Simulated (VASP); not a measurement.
Wanted: the native input for a VASP 6.6.1 run.

```
Task                   : relaxation of cell and atoms
Functional             : PBEsol
Potentials or basis    : VASP PAW PBE potentials, release 64 (Sr_sv)
Cutoff                 : 600 eV
k mesh                 : 11 × 11 × 3
Occupations            : fermi-dirac, width 0.05 eV
Spin                   : no spin polarisation
Target pressure        : 23 GPa
Dipole correction      : no
Further INCAR settings : ALGO = Normal; EDIFF = 1e-06; IBRION = 2; EDIFFG = -0.005; NSW = 60; ISIF = 3
```

The structure of Sr lies in POSCAR:

```
Sr
1.0
    3.3200702696      0.0000000000      0.0000000000
   -1.6600351348      2.8752651958      0.0000000000
    0.0000000000      0.0000000000     10.7902283762
Sr
4
Direct
    0.0000000000      0.0000000000      0.0000000000
    0.0000000000      0.0000000000      0.5000000000
    0.3333333333      0.6666666667      0.2500000000
    0.6666666667      0.3333333333      0.7500000000
```

This isn't the form of Sr at room conditions, which is fcc.

These files were run (other wordings do the same):

INCAR

```
PREC = Accurate
ENCUT = 600
EDIFF = 1E-6
ISMEAR = -1
SIGMA = 0.05
LREAL = False
LASPH = True
NELM = 80
ALGO = Normal
ISIF = 3
LWAVE = False
LCHARG = False
GGA = PS
IBRION = 2
NSW = 60
EDIFFG = -0.005
PSTRESS = 230.0
```

KPOINTS

```
regular mesh
0
Gamma
  11 11 3
```

Potentials or basis: VASP PAW PBE potentials, release 64 (Sr_sv).

Command:

```sh
$ cat potpaw_PBE.64/Sr_sv/POTCAR > POTCAR
$ mpirun -np 1 vasp_std > vasp.out
```

Results of the run:

| Quantity | Value |
| --- | --- |
| Relaxed volume | 25.87 Å³/atom |
| Relaxed cell | a = 3.325 Å, b = 3.325 Å, c = 10.809 Å, α = 90.00°, β = 90.00°, γ = 120.00° |
| Space group after relaxing (to 0.1 Å) | P6_3/mmc (No. 194) |
| Energy change on relaxing (the run minimises the enthalpy) | -17.8 meV/atom |
| Ionic steps | 3 |
| Pressure after relaxing | 23.0 GPa |
| Band gap on the k mesh | zero (bands 20 and 21 overlap by 0.75 eV) |

Caveat: the cell is relaxed towards a set pressure, so the run minimises the enthalpy, not the energy; the PAW data sets were made with another functional, which shifts forces and pressure a little.

It took 5.2 min on 1 thread of Intel Xeon 8259CL, with other jobs on the host, peak memory 0.3 GiB.
